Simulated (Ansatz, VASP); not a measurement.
# BeS: VASP beside Ansatz

POSCAR

```
BeS
1.0
    0.0580901483      2.3033194024      2.3033194024
    2.3033194024      0.0580901483      2.3033194024
    2.3033194024      2.3033194024      0.0580901483
Be S
1 1
Direct
    0.0000000000      0.0000000000      0.0000000000
    0.5000000000      0.5000000000      0.5000000000
```

Contents of INCAR.step1:

```
SYSTEM = BeS
PREC = Accurate
ENCUT = 520
ISMEAR = 0
SIGMA = 0.01
LREAL = .False.
LASPH = .True.
NELM = 60
NBANDS = 11
GGA = PE
ALGO = Normal
EDIFF = 1E-4
LWAVE = .True.
LCHARG = .False.
```

The input INCAR.step2:

```
SYSTEM = BeS
PREC = Accurate
ENCUT = 520
EDIFF = 1E-7
ISMEAR = 0
SIGMA = 0.01
LREAL = .False.
LASPH = .True.
NELM = 60
ALGO = Normal
ISIF = 2
LWAVE = .False.
LCHARG = .False.
METAGGA = R2SCAN
LMIXTAU = .True.
NBANDS = 11
ISTART = 1
```

The input KPOINTS:

```
Automatic mesh
0
Gamma
  10 10 10
  0 0 0
```

Input for Ansatz:

```yaml
crystal:
  lattice:
    - [0.0580901483, 2.3033194024, 2.3033194024]
    - [2.3033194024, 0.0580901483, 2.3033194024]
    - [2.3033194024, 2.3033194024, 0.0580901483]
  atoms:
    - { symbol: Be, position: [0.0, 0.0, 0.0] }
    - { symbol: S, position: [0.5, 0.5, 0.5] }
kpoints:
  mp_grid: { grid: [10, 10, 10] }
  band_path:
    path:
      - [0.0, 0.0, 0.0]
      - [0.5, 0.0, 0.5]
      - [0.625, 0.25, 0.625]
      - [0.375, 0.375, 0.75]
      - [0.5, 0.5, 0.5]
      - [0.5, 0.25, 0.75]
      - [0.158854, 0.158854, 0.291667]
      - [0.0, 0.5, 0.5]
    npoints: 1
hamiltonian:
  xc: r2scan
scf:
  occupations: { method: fixed }
  n_extra_bands: 4
output:
  forces: true
  stress: true
  eigenvalues: true
```

Change from the starting cell: epitaxial_111 strain -3.1%.

Alike in both runs: task single point; functional r2SCAN; k mesh 10 × 10 × 10; no spin polarisation.

|  | VASP | Ansatz |
| --- | --- | --- |
| version | VASP 6.6.1 | Ansatz 0.2.0 |
| potentials or method | VASP PAW PBE potentials, release 64 (Be, S) | plane waves, PAW |
| plane-wave cutoff (eV) | 520 | 500 |
| occupations | gaussian, width 0.01 eV | fixed |
| valence electrons in the cell | 8 | 8 |

|  | VASP | Ansatz | Ansatz less VASP |
| --- | --- | --- | --- |
| gap on the k mesh at the Fermi level (eV) | 1.19 | 1.18 | -0.002 |
| pressure (GPa) | 7.0 | 7.0 | +0.07 |
| traceless stress, the component that is largest in VASP (GPa) | -3.52 | -3.54 | -0.015 |

VASP's potentials were made for PBE, not for r2SCAN.
